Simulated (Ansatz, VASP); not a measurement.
# One calculation of Al, two programs

File INCAR:

```
SYSTEM = Al
  PREC = Accurate
  ENCUT = 600
  EDIFF = 1E-7
  ISMEAR = 0
  SIGMA = 0.1
  LREAL = .False.
  LASPH = .True.
  NELM = 100
  ALGO = Fast
  ISIF = 3
  LWAVE = .False.
  LCHARG = .False.
  GGA = PS
  IVDW = 12
  IBRION = 2
  NSW = 100
  EDIFFG = -0.005
```

File KPOINTS:

```
Automatic mesh
0
Gamma
  18 18 10
  0 0 0
```

File POSCAR:

```
Al
1.0
    2.8124553515      0.0000000000      0.0000000000
   -1.4062276757      2.4356577814      0.0000000000
    0.0000000000      0.0000000000      4.8668500000
Al
2
Direct
    0.6666666700      0.3333333300      0.7500000000
    0.3333333300      0.6666666700      0.2500000000
```

Input for Ansatz:

```yaml
crystal:
  lattice:
    - [2.8124553515, 0.0, 0.0]
    - [-1.4062276757, 2.4356577814, 0.0]
    - [0.0, 0.0, 4.86685]
  atoms:
    - { symbol: Al, position: [0.66666667, 0.33333333, 0.75] }
    - { symbol: Al, position: [0.33333333, 0.66666667, 0.25] }
basis:
  ecutwfc: 420
kpoints:
  mp_grid: { grid: [18, 18, 10] }
hamiltonian:
  xc: pbesol
  dispersion: d3bj
scf:
  occupations: { method: gaussian, width: 0.1 }
output:
  forces: true
  stress: true
  eigenvalues: true
  write_density: true
  write_potential: true
  elf: true
  volumetric_format: npy
relax:
  adjacent_minimum: "off"
  f_tol: 0.005
  max_steps: 80
  cell: { stress_tol: 0.05 }
```

Alike in both runs: task relaxation of cell and atoms; functional PBEsol; dispersion D3(BJ); k mesh 18 × 18 × 10; occupations gaussian, width 0.1 eV; no spin polarisation.

```csv
,VASP,Ansatz
version,VASP 6.6.1,Ansatz 0.2.0
potentials or method,"VASP PAW PBE potentials, release 64 (Al), cutoff 600 eV","scalar-relativistic, plane waves, PAW"
valence electrons in the cell,6,6
```

|  | VASP | Ansatz | Ansatz less VASP |
| --- | --- | --- | --- |
| gap on the k mesh at the Fermi level, each at its own relaxed structure (eV) | none | none | - |
| relaxed volume (Å³/atom) | 15.68 | 15.67 | -0.011 |
| relaxed cell length with the largest relative difference (Å) | 4.650 | 4.648 | -0.0021 |

VASP's potentials were made for PBE, not for PBEsol. A gap of «none» marks a metal or a gap that the smearing closes.
